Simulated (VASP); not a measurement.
# Mo in VASP: single point with PBE+D3(BJ)

Aim: the single point of Mo with PBE+D3(BJ).

Everything below comes from runs of VASP 6.6.1. Logs are shortened: lines on timing, memory, paths and dates and some standing lists are left out, and cuts for length are marked.

## (1) The cell of the first run

The cell holds a slab with vacuum, 12 atoms: a = 5.422 Å, b = 5.422 Å, c = 22.862 Å, α = 90.00°, β = 90.00°, γ = 109.47°.

## (2) Single point, PBE+D3(BJ)

File INCAR:

```
SYSTEM = Mo
PREC     = Accurate       ! precision mode
ENCUT    = 520            ! plane-wave cutoff, eV
EDIFF    = 1E-7           ! SCF threshold, eV
ISMEAR   = 0              ! smearing method
SIGMA    = 0.1            ! smearing width, eV
LREAL    = .False.        ! projectors in reciprocal space
LASPH    = .True.         ! aspherical terms in the spheres
NELM     = 60             ! most SCF steps
ALGO     = Normal         ! electronic algorithm
ISIF     = 2              ! what is computed and relaxed
LWAVE    = .False.        ! write WAVECAR
LCHARG   = .False.        ! write CHGCAR
LDIPOL   = .True.       
IDIPOL   = 3            
DIPOL    = 0.5 0.5 0.444
GGA      = PE             ! functional
IVDW     = 12             ! dispersion correction
NBANDS   = 96             ! bands
```

File KPOINTS:

```
Automatic mesh
0
Gamma
  4 4 1
  0 0 0
```

File POSCAR:

```
Mo
1.0
    5.4216946106      0.0000000000      0.0000000000
   -1.8072315369      5.1116226996      0.0000000000
    0.0000000000      0.0000000000     22.8623951124
Mo
12
Direct
    0.2500000000      0.2500000000      0.3499195933
    0.2500000000      0.7500000000      0.3499195933
    0.7500000000      0.2500000000      0.3499195933
    0.7500000000      0.7500000000      0.3499195933
    0.4997162445      0.5003907597      0.4432787591
    0.4996607280     -0.0015852715      0.4447463676
    0.0014317936      0.5002371561      0.4447430258
    0.0017493866     -0.0015335862      0.4420831391
    0.7447460080      0.7447671133      0.5404010699
    0.7550237690      0.2444048539      0.5357599924
    0.2394993460      0.7601103607      0.5410455440
    0.2557793996      0.2555023169      0.5403184092
```

Potentials or basis: VASP PAW PBE potentials, release 64 (Mo_sv).

Run with:

```sh
cat potpaw_PBE.64/Mo_sv/POTCAR > POTCAR
mpirun -np 1 vasp_std > vasp.out
```

OUTCAR:

```text
SYSTEM = Mo
   PREC = Accurate
   ENCUT = 520
   EDIFF = 1E-7
   ISMEAR = 0
   LREAL = .False.
   LASPH = .True.
   NELM = 60
   ISIF = 2
   GGA = PE
   IVDW = 12
 IVDW          = 12

 ion  position               nearest neighbor table
   1  0.250  0.250  0.350-   8 2.62   5 2.65   3 2.71   3 2.71   2 2.71   2 2.71   7 3.09   6 3.10
                             4 3.13   4 3.13
   2  0.250  0.750  0.350-   6 2.67   7 2.67   4 2.71   4 2.71   1 2.71   1 2.71   8 3.05   5 3.07
                             3 3.13   3 3.13
   3  0.750  0.250  0.350-   7 2.68   6 2.68   1 2.71   1 2.71   4 2.71   4 2.71   8 3.07   5 3.08
                             2 3.13   2 3.13
   4  0.750  0.750  0.350-   8 2.63   5 2.65   2 2.71   2 2.71   3 2.71   3 2.71   6 3.09   7 3.10
                             1 3.13   1 3.13
   5  0.500  0.500  0.443-   4 2.65   1 2.65  12 2.70   9 2.70   6 2.70   7 2.70   7 2.72   6 2.72
                             2 3.07   3 3.08  10 3.10   8 3.13   8 3.13  11 3.21
   6  0.500  0.998  0.445-  10 2.61   2 2.67   3 2.68  11 2.70   8 2.70   5 2.70   5 2.72   8 2.72
                             4 3.09   1 3.10   9 3.11  12 3.11   7 3.12   7 3.14
   7  0.001  0.500  0.445-  10 2.61   2 2.67   3 2.68  11 2.70   8 2.70   5 2.70   5 2.72   8 2.72
                             1 3.09   4 3.10  12 3.11   9 3.12   6 3.12   6 3.14
   8  0.002  0.998  0.442-   1 2.62   4 2.63   6 2.70   7 2.70   7 2.72   6 2.72  12 2.76   9 2.76
                             2 3.05  10 3.06   3 3.07  11 3.09   5 3.13   5 3.13
   9  0.745  0.745  0.540-  11 2.66  10 2.69   5 2.70  10 2.73   8 2.76  11 2.77  12 3.06   6 3.11
                             7 3.12  12 3.20
  10  0.755  0.244  0.536-   6 2.61   7 2.61   9 2.69  12 2.70  12 2.73   9 2.73   8 3.06   5 3.10
                            11 3.14  11 3.14
  11  0.239  0.760  0.541-   9 2.66  12 2.66   7 2.70   6 2.70  12 2.77   9 2.77   8 3.09  10 3.14
                            10 3.14   5 3.21
  12  0.256  0.256  0.540-  11 2.66   5 2.70  10 2.70  10 2.73   8 2.76  11 2.77   9 3.06   7 3.11
                             6 3.11   9 3.20

  LATTYP: Found a base centered orthorhombic cell.
 ALAT       =     6.2604336858
 B/A-ratio  =     1.4142135624
 C/A-ratio  =     3.6518867957

  Lattice vectors:

 A1 = (   5.4216946106,   0.0000000000,   0.0000000000)
 A2 = (  -1.8072315369,   5.1116226996,   0.0000000000)
 A3 = (   0.0000000000,   0.0000000000,  22.8623951124)

Analysis of symmetry for initial positions (statically):
=====================================================================
 Subroutine PRICEL returns:
 Original cell was already a primitive cell.

 Routine SETGRP: Setting up the symmetry group for a
 base centered orthorhombic supercell.

 Subroutine GETGRP returns: Found  1 space group operations
 (whereof  1 operations were pure point group operations)
 out of a pool of  8 trial point group operations.
[... 144 lines left out ...]
   LORBIT       =      0    0 simple, 1 ext, 2 COOP (PROOUT), +10 PAW based schemes
   GGA     = PE    functional components
   LHFCALC =     F    Hartree Fock is set to
   AEXX    =    0.0000 exact exchange contribution
   IVDW    =    12    specifies the selected vdW correction
   LEPSILON=     F    determine dielectric tensor
   LRPA    =     F    only Hartree local field effects (RPA)
 non-spin polarized calculation
 Gauss-broadening in eV      SIGMA  =   0.10
  energy-cutoff  :      520.00
  volume of cell :      633.60
 maximum number of plane-waves:     17122
   NGX = 21   NGY = 21   NGZ = 85

 dipolmoment           0.000000      0.000000     -0.006833 electrons x Angstroem

 number of electron     167.9999993 magnetization

 dipolmoment           0.000000      0.000000      0.009953 electrons x Angstroem

 Free energy of the ion-electron system (eV)
  ---------------------------------------------------
  ext. energy  EPLUGINS =         0.00000000
  ---------------------------------------------------
  free energy    TOTEN  =      -121.21169962 eV

  energy without entropy =     -121.15647273  energy(sigma->0) =     -121.18408618

 E-fermi :   0.4944     XC(G=0):  -4.8359

 val. band max:        0.4754506619   @ k =   0.2500   0.2500   0.0000
 cond. band min:       0.5021356852   @ k =   0.5000   0.2500   0.0000
 fundamental gap:      0.0266850233
 Fermi energy:         0.4943717596

 k-point     1 :       0.0000    0.0000    0.0000
  band No.  band energies     occupation
      1     -60.7700      2.00000
      2     -60.5846      2.00000
      3     -60.5735      2.00000
      4     -60.5056      2.00000
      5     -60.4582      2.00000
      6     -60.4105      2.00000
[... 979 lines left out ...]
     95       1.1815      0.00000
     96       1.2179      0.00000

------------------------ aborting loop because EDIFF is reached ----------------------------------------

 vacuum level on the upper side and lower side of the slab       (xc-potential included)        -0.039        -0.106

 Edisp (eV)   -5.72063

 E8    (eV) :    -2.8255

  FORCE on cell =-STRESS in cart. coord.  units (eV):
  Direction    XX          YY          ZZ          XY          YZ          ZX
  --------------------------------------------------------------------------------------
  -------------------------------------------------------------------------------------
  Total      -9.65803   -10.66667    -2.46019    -1.42757    -0.08601     0.12898
  in kB     -24.42213   -26.97268    -6.22106    -3.60987    -0.21750     0.32614
  external pressure =      -19.21 kB  Pullay stress =        0.00 kB

 VOLUME and BASIS-vectors are now :
 -----------------------------------------------------------------------------
  energy-cutoff  :      520.00
  volume of cell :      633.60
      direct lattice vectors                 reciprocal lattice vectors
     5.421694611  0.000000000  0.000000000     0.184444177  0.065210864  0.000000000
    -1.807231537  5.111622700  0.000000000     0.000000000  0.195632592  0.000000000
     0.000000000  0.000000000 22.862395112     0.000000000  0.000000000  0.043739949

 POSITION                                       TOTAL-FORCE (eV/Angst)
 -----------------------------------------------------------------------------------
      0.90362      1.27791      8.00000        -0.000469      0.004922     -0.012701
     -0.00000      3.83372      8.00000         0.082201     -0.063402      0.058317
      3.61446      1.27791      8.00000        -0.028754      0.017172      0.059375
      2.71085      3.83372      8.00000        -0.000233      0.004004     -0.011777
      1.80499      2.55781     10.13441        -0.047884      0.036624      0.456614
      0.90464      5.10352     10.16797         0.023713      0.043386     -0.107749
     -0.89628      2.55702     10.16789        -0.037774     -0.031296     -0.104410
     -1.79498      5.10378     10.10708        -0.089741      0.055960      0.596665
      2.69182      3.80697     12.35486         0.125428      0.241428     -0.423736
      3.65181      1.24931     12.24876        -0.142647      0.115765      0.474584
     -0.07520      3.88540     12.36960         0.317884     -0.223102     -0.575023
      0.92501      1.30603     12.35297        -0.201724     -0.201463     -0.410158
 -----------------------------------------------------------------------------------
    total drift:                                0.000554     -0.000406     -0.000259

  FREE ENERGIE OF THE ION-ELECTRON SYSTEM (eV)
  ---------------------------------------------------
  free  energy   TOTEN  =      -126.9323271410 eV

  energy  without entropy=     -126.8771002581  energy(sigma->0) =     -126.90471370

 vacuum level on the upper side and lower side of the slab         5.164         5.096
```

Wall time 37 min (1 thread of Intel Xeon Platinum 8488C (Sapphire Rapids), shared host); peak memory 0.8 GiB.

What came out:

| Property | Result |
| --- | --- |
| Free energy | -126.9323 eV |
| Largest force | 0.694 eV/Å |
| Band gap on the k mesh | zero (bands 84 and 85 overlap by 1.73 eV) |
| Dispersion energy per atom | -0.477 eV |

Forces on the atoms (eV/Å):
```
Mo   0.000  0.005 -0.013
Mo   0.082 -0.063  0.058
Mo  -0.029  0.017  0.059
Mo   0.000  0.004 -0.012
Mo  -0.048  0.037  0.457
Mo   0.024  0.043 -0.108
Mo  -0.038 -0.031 -0.104
Mo  -0.090  0.056  0.597
Mo   0.125  0.241 -0.424
Mo  -0.143  0.116  0.475
Mo   0.318 -0.223 -0.575
Mo  -0.202 -0.201 -0.410
```

The gap in the log of VASP goes by the Fermi energy; the results here count the filled bands.